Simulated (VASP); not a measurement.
# NbRu3C (Pm-3m) in VASP: further runs

NbRu3C is run at these levels: r2SCAN, LDA; tasks: single point.

Program: VASP 6.6.1. These are calculated values, not measurements. Logs are shortened: lines on timing, memory, paths and dates and some standing lists are left out, and cuts for length are marked.

### Step 1. The cell of the first run

Symmetry: Pm-3m, No. 221, cubic system. The conventional cell has a = 4.065 Å, b = 4.065 Å, c = 4.065 Å, α = 90.00°, β = 90.00°, γ = 90.00°. Within 2.7 Å of Ru (site symmetry 4/mmm) lie 2 C at 2.03 Å. Nb (site symmetry m-3m) has 12 Ru at 2.87 Å and 8 C at 3.52 Å within 3.8 Å. C (site symmetry m-3m) has 6 Ru at 2.03 Å within 2.7 Å.

### Step 2. Single point, r2SCAN

POSCAR

```
NbRu3C
1.0
    4.0651380000      0.0000000000      0.0000000000
    0.0000000000      4.0651380000      0.0000000000
    0.0000000000      0.0000000000      4.0651380000
Ru Nb C
3 1 1
Direct
    0.5000000000      0.5000000000      0.0000000000
    0.5000000000      0.0000000000      0.5000000000
    0.0000000000      0.5000000000      0.5000000000
    0.0000000000      0.0000000000      0.0000000000
    0.5000000000      0.5000000000      0.5000000000
```

INCAR.step1

```
  PREC = Accurate
  ENCUT = 520
  ISMEAR = -1
  SIGMA = 0.05
  LREAL = F
  LASPH = T
  NELM = 80
  NBANDS = 38
  GGA = PE
  ALGO = Normal
  EDIFF = 1E-4
  LWAVE = T
  LCHARG = F
```

INCAR.step2

```
  PREC = Accurate
  ENCUT = 520
  EDIFF = 1E-7
  ISMEAR = -1
  SIGMA = 0.05
  LREAL = F
  LASPH = T
  NELM = 80
  ALGO = Normal
  ISIF = 2
  LWAVE = F
  LCHARG = T
  METAGGA = R2SCAN
  LMIXTAU = T
  LELF = T
  LVHAR = T
  NBANDS = 38
  ISTART = 1
```

KPOINTS

```
Automatic mesh
0
Gamma
  7 7 7
```

Potentials or basis: VASP PAW PBE potentials, release 64 (Ru_pv, Nb_sv, C).

Run with:

```console
$ cat potpaw_PBE.64/Ru_pv/POTCAR potpaw_PBE.64/Nb_sv/POTCAR potpaw_PBE.64/C/POTCAR > POTCAR
$ cp INCAR.step1 INCAR
$ mpirun -np 1 vasp_std > vasp.out
$ cp INCAR.step2 INCAR
$ mpirun -np 1 vasp_std > vasp.out
```

OUTCAR:

```text
PREC = Accurate
   ENCUT = 520
   EDIFF = 1E-7
   ISMEAR = -1
   LREAL = F
   LASPH = T
   NELM = 80
   ISIF = 2
   METAGGA = R2SCAN
   ISTART = 1

 ion  position               nearest neighbor table
   1  0.500  0.500  0.000-   5 2.03   5 2.03   4 2.87   2 2.87   2 2.87   3 2.87   3 2.87   2 2.87
                             4 2.87   2 2.87   3 2.87   4 2.87   3 2.87   4 2.87
   2  0.500  0.000  0.500-   5 2.03   5 2.03   4 2.87   1 2.87   1 2.87   4 2.87   1 2.87   3 2.87
                             3 2.87   1 2.87   3 2.87   4 2.87   4 2.87   3 2.87
   3  0.000  0.500  0.500-   5 2.03   5 2.03   4 2.87   1 2.87   1 2.87   4 2.87   2 2.87   4 2.87
                             4 2.87   1 2.87   2 2.87   2 2.87   1 2.87   2 2.87
   4  0.000  0.000  0.000-   1 2.87   2 2.87   3 2.87   2 2.87   3 2.87   1 2.87   3 2.87   3 2.87
                             1 2.87   2 2.87   2 2.87   1 2.87
   5  0.500  0.500  0.500-   1 2.03   2 2.03   3 2.03   1 2.03   2 2.03   3 2.03

  LATTYP: Found a simple cubic cell.
 ALAT       =     4.0651380000

  Lattice vectors:

 A1 = (   4.0651380000,   0.0000000000,   0.0000000000)
 A2 = (   0.0000000000,   4.0651380000,   0.0000000000)
 A3 = (   0.0000000000,   0.0000000000,   4.0651380000)

Analysis of symmetry for initial positions (statically):
=====================================================================
 Subroutine PRICEL returns:
 Original cell was already a primitive cell.

 Routine SETGRP: Setting up the symmetry group for a
 simple cubic supercell.

 Subroutine GETGRP returns: Found 48 space group operations
 (whereof 48 operations were pure point group operations)
 out of a pool of 48 trial point group operations.

The static configuration has the point symmetry O_h .

Analysis of symmetry for dynamics (positions and initial velocities):
=====================================================================
 Subroutine PRICEL returns:
 Original cell was already a primitive cell.

 Routine SETGRP: Setting up the symmetry group for a
 simple cubic supercell.

 Subroutine GETGRP returns: Found 48 space group operations
 (whereof 48 operations were pure point group operations)
 out of a pool of 48 trial point group operations.

The dynamic configuration has the point symmetry O_h .

 Subroutine INISYM returns: Found 48 space group operations
 (whereof 48 operations are pure point group operations),
 and found     1 'primitive' translations

----------------------------------------------------------------------------------------

                                     Primitive cell

  volume of cell :      67.1778

  direct lattice vectors                    reciprocal lattice vectors
     4.065138000  0.000000000  0.000000000     0.245994109  0.000000000  0.000000000
     0.000000000  4.065138000  0.000000000     0.000000000  0.245994109  0.000000000
     0.000000000  0.000000000  4.065138000     0.000000000  0.000000000  0.245994109

  length of vectors
     4.065138000  4.065138000  4.065138000     0.245994109  0.245994109  0.245994109

  position of ions in fractional coordinates (direct lattice)
     0.500000000  0.500000000  0.000000000
     0.500000000  0.000000000  0.500000000
     0.000000000  0.500000000  0.500000000
     0.000000000  0.000000000  0.000000000
     0.500000000  0.500000000  0.500000000

  ion indices of the primitive-cell ions
   primitive index   ion index
                 1           1
                 2           2
                 3           3
                 4           4
                 5           5

----------------------------------------------------------------------------------------

 KPOINTS: Automatic mesh

Automatic generation of k-mesh.
 Grid dimensions read from file:
 generate k-points for:    7    7    7

 Generating k-lattice:

  Cartesian coordinates                     Fractional coordinates (reciprocal lattice)
     0.035142016  0.000000000  0.000000000     0.142857143  0.000000000  0.000000000
     0.000000000  0.035142016  0.000000000     0.000000000  0.142857143  0.000000000
     0.000000000  0.000000000  0.035142016     0.000000000  0.000000000  0.142857143

  Length of vectors
     0.035142016  0.035142016  0.035142016

  Shift w.r.t. Gamma in fractional coordinates (k-lattice)
     0.000000000  0.000000000  0.000000000

 Subroutine IBZKPT returns following result:
 ===========================================

 Found     20 irreducible k-points:

 Following reciprocal coordinates:
            Coordinates               Weight
  0.000000  0.000000  0.000000      1.000000
  0.142857  0.000000  0.000000      6.000000
  0.285714  0.000000  0.000000      6.000000
  0.428571  0.000000  0.000000      6.000000
  0.142857  0.142857  0.000000     12.000000
  0.285714  0.142857  0.000000     24.000000
[... 12 lines left out ...]
  0.428571  0.428571  0.285714     24.000000
  0.428571  0.428571  0.428571      8.000000
   k-points           NKPTS =     20   k-points in BZ     NKDIM =     20   number of bands    NBANDS=     38
   number of dos      NEDOS =    301   number of ions     NIONS =      5
   total plane-waves  NPLWV =  27000
   dimension x,y,z NGX =    30 NGY =   30 NGZ =   30
   dimension x,y,z NGXF=    60 NGYF=   60 NGZF=   60
   ions per type =               3   1   1
   NGX,Y,Z   is equivalent  to a cutoff of  12.27, 12.27, 12.27 a.u.
   NGXF,Y,Z  is equivalent  to a cutoff of  24.54, 24.54, 24.54 a.u.
 SYSTEM =  unknown system
   PREC   = accura    normal or accurate (medium, high low for compatibility)
   ISTART =      1    job   : 0-new  1-cont  2-samecut
   ICHARG =      0    charge: 1-file 2-atom 10-const
   ISPIN  =      1    spin polarized calculation?
   LNONCOLLINEAR =      F non collinear calculations
   LSORBIT =      F    spin-orbit coupling
   LASPH  =      T    aspherical Exc in radial PAW
   ENCUT  =  520.0 eV  38.22 Ry    6.18 a.u.   7.56  7.56  7.56*2*pi/ulx,y,z
   NELM   =     80;   NELMIN=  2; NELMDL=  0     # of ELM steps
   EDIFF  = 0.1E-06   stopping-criterion for ELM
   LREAL  =      F    real-space projection
   EDIFFG = 0.1E-05   stopping-criterion for IOM
   NSW    =      0    number of steps for IOM
   IBRION =     -1    ionic relax: 0-MD 1-quasi-New 2-CG
   NFREE  =      0    steps in history (QN), initial steepest desc. (CG)
   ISIF   =      2    stress and relaxation
   ISYM   =      2    0-nonsym 1-usesym 2-fastsym
   POTIM  = 0.5000    time-step for ionic-motion
   TEBEG  =    0.0;   TEEND  =   0.0 temperature during run
   PSTRESS=    0.0 pullay stress
   NELECT =      59.0000    total number of electrons
   NUPDOWN=      -1.0000    fix difference up-down
   EMIN   =  10.00;   EMAX   =-10.00  energy-range for DOS
   EFERMI =   0.00;   METHOD = LEGACY
   ISMEAR =    -1;   SIGMA  =   0.05  broadening in eV -4-tet -1-fermi 0-gaus
   EFERMI_NEDOS =   21; number of points for ismear=-14 and -15
   IALGO  =     38    algorithm
   IMIX   =      4    mixing-type and parameters
     AMIX     =   0.40;   BMIX     =  1.00
     AMIX_MAG =   1.60;   BMIX_MAG =  1.00
  volume/ion in A,a.u.               =      13.44        90.67
  Fermi-wavevector in a.u.,A,eV,Ry     =   1.567774  2.962664 33.441981  2.457916
  Thomas-Fermi vector in A             =   2.669904
   LORBIT       =      0    0 simple, 1 ext, 2 COOP (PROOUT), +10 PAW based schemes
   METAGGA = R2SCAN    functional components
   LHFCALC =     F    Hartree Fock is set to
   AEXX    =    0.0000 exact exchange contribution
   IVDW    =     0    specifies the selected vdW correction
   LEPSILON=     F    determine dielectric tensor
   LRPA    =     F    only Hartree local field effects (RPA)
 non-spin polarized calculation
  energy-cutoff  :      520.00
  volume of cell :       67.18
 maximum number of plane-waves:      1839
 NGX is ok and might be reduce to    30
   NGX = 15   NGY = 15   NGZ = 15

 number of electron      59.0000034 magnetization

 Free energy of the ion-electron system (eV)
  ---------------------------------------------------
  ext. energy  EPLUGINS =         0.00000000
  ---------------------------------------------------
  free energy    TOTEN  =      -111.31131314 eV

  energy without entropy =     -111.29026438  energy(sigma->0) =     -111.30078876

 E-fermi :  12.1008     XC(G=0): -14.5175

 val. band max:       12.0392592003   @ k =   0.4286   0.1429   0.1429
 cond. band min:      12.1152766121   @ k =   0.4286   0.1429   0.1429
 fundamental gap:      0.0760174118
 Fermi energy:        12.1008191271

 k-point     1 :       0.0000    0.0000    0.0000
  band No.  band energies     occupation
      1     -45.9097      2.00000
      2     -33.0418      2.00000
      3     -33.0418      2.00000
      4     -33.0418      2.00000
      5     -32.3657      2.00000
      6     -32.3657      2.00000
[... 30 lines left out ...]
     37      15.0846      0.00000
     38      17.5008      0.00000

 k-point     2 :       0.1429    0.0000    0.0000
  band No.  band energies     occupation
      1     -45.9098      2.00000
      2     -33.0354      2.00000
      3     -33.0354      2.00000
      4     -33.0308      2.00000
      5     -32.3772      2.00000
      6     -32.3719      2.00000
[... 30 lines left out ...]
     37      15.0726      0.00000
     38      17.1421      0.00000

 k-point     3 :       0.2857    0.0000    0.0000
  band No.  band energies     occupation
      1     -45.9099      2.00000
      2     -33.0207      2.00000
      3     -33.0207      2.00000
      4     -33.0047      2.00000
      5     -32.4069      2.00000
      6     -32.3875      2.00000
[... 30 lines left out ...]
     37      15.0488      0.00000
[... 617 lines left out ...]
 k-point    19 :       0.4286    0.4286    0.2857
  band No.  band energies     occupation
      1     -45.9080      2.00000
      2     -33.3161      2.00000
      3     -32.8288      2.00000
      4     -32.7773      2.00000
      5     -32.5712      2.00000
      6     -32.5400      2.00000
[... 30 lines left out ...]
     37      15.7893      0.00000
     38      16.8450      0.00000

 k-point    20 :       0.4286    0.4286    0.4286
  band No.  band energies     occupation
      1     -45.9073      2.00000
      2     -33.3656      2.00000
      3     -32.7760      2.00000
      4     -32.7760      2.00000
      5     -32.5752      2.00000
      6     -32.5740      2.00000
[... 30 lines left out ...]
     37      14.7230      0.00000
     38      17.5496      0.00000

------------------------ aborting loop because EDIFF is reached ----------------------------------------

  FORCE on cell =-STRESS in cart. coord.  units (eV):
  Direction    XX          YY          ZZ          XY          YZ          ZX
  --------------------------------------------------------------------------------------
  -------------------------------------------------------------------------------------
  Total       -2.8908016     -2.8908016     -2.8908016     -0.0000000      0.0000000     -0.0000000
  in kB      -68.9450329    -68.9450329    -68.9450329     -0.0000000      0.0000000     -0.0000000
  external PRESSURE =     -68.9450329 kB  Pullay stress =       0.0000000 kB

 VOLUME and BASIS-vectors are now :
 -----------------------------------------------------------------------------
  energy-cutoff  :      520.00
  volume of cell :       67.18
      direct lattice vectors                 reciprocal lattice vectors
     4.065138000  0.000000000  0.000000000     0.245994109  0.000000000  0.000000000
     0.000000000  4.065138000  0.000000000     0.000000000  0.245994109  0.000000000
     0.000000000  0.000000000  4.065138000     0.000000000  0.000000000  0.245994109

 POSITION                                       TOTAL-FORCE (eV/Angst)
 -----------------------------------------------------------------------------------
      2.03257      2.03257      0.00000         0.000000      0.000000      0.000000
      2.03257      0.00000      2.03257         0.000000      0.000000      0.000000
      0.00000      2.03257      2.03257         0.000000      0.000000      0.000000
      0.00000      0.00000      0.00000         0.000000      0.000000      0.000000
      2.03257      2.03257      2.03257         0.000000      0.000000      0.000000
 -----------------------------------------------------------------------------------
    total drift:                                0.000000      0.000000     -0.000000

  FREE ENERGIE OF THE ION-ELECTRON SYSTEM (eV)
  ---------------------------------------------------
  free  energy   TOTEN  =      -111.3113131448 eV

  energy  without entropy=     -111.2902643802  energy(sigma->0) =     -111.30078876
```

Wall time 2.9 min (1 thread of Intel Xeon Platinum 8488C (Sapphire Rapids), shared host); peak memory 0.2 GiB.

What came out:

```
Free energy            : -111.3113 eV
Pressure               : -6.9 GPa
Band gap on the k mesh : zero (an odd number of electrons rules out a gap without spin polarisation)
```

Caveat: the cell stands under tension; the PAW data sets were made with another functional, which shifts forces and pressure a little.

### Step 3. Single point, LDA

This run uses another cell than the first one, of 12.66 Å³/atom.

INCAR

```
PREC = Accurate
ENCUT = 520
EDIFF = 1E-6
ISMEAR = -1
SIGMA = 0.05
LREAL = F
LASPH = T
NELM = 60
ALGO = Normal
ISIF = 2
LWAVE = F
LCHARG = F
NBANDS = 38
```

KPOINTS is that of step 2.

Changes to POSCAR since step 2:

```diff
@@ -2,5 +2,5 @@
 1.0
-    4.0651380000      0.0000000000      0.0000000000
-    0.0000000000      4.0651380000      0.0000000000
-    0.0000000000      0.0000000000      4.0651380000
+    3.9855491923      0.0000000000      0.0000000000
+    0.0000000000      3.9855491923      0.0000000000
+    0.0000000000      0.0000000000      3.9855491923
 Ru Nb C
```

Potentials or basis: VASP PAW LDA potentials, release 64 (Ru_pv, Nb_sv, C).

Run with:

```console
$ cat potpaw_LDA.64/Ru_pv/POTCAR potpaw_LDA.64/Nb_sv/POTCAR potpaw_LDA.64/C/POTCAR > POTCAR
$ mpirun -np 1 vasp_std > vasp.out
```

Wall time 74 s (1 thread of Intel Xeon 8259CL, shared host); peak memory 0.18 GiB.

The run converged. Its results:

| Property | Result |
| --- | --- |
| Free energy | -53.7448 eV |
| Pressure | 0.7 GPa |
| Band gap on the k mesh | zero (an odd number of electrons rules out a gap without spin polarisation) |

Levels at points of the mesh, in eV from the Fermi level:
```tsv
k point	band 26	band 27	band 28	band 29	band 30	band 31	band 32	band 33
(0.00, 0.00, 0.00)	-2.79	-1.49	-1.49	0.70	0.74	0.74	0.74	2.01
```
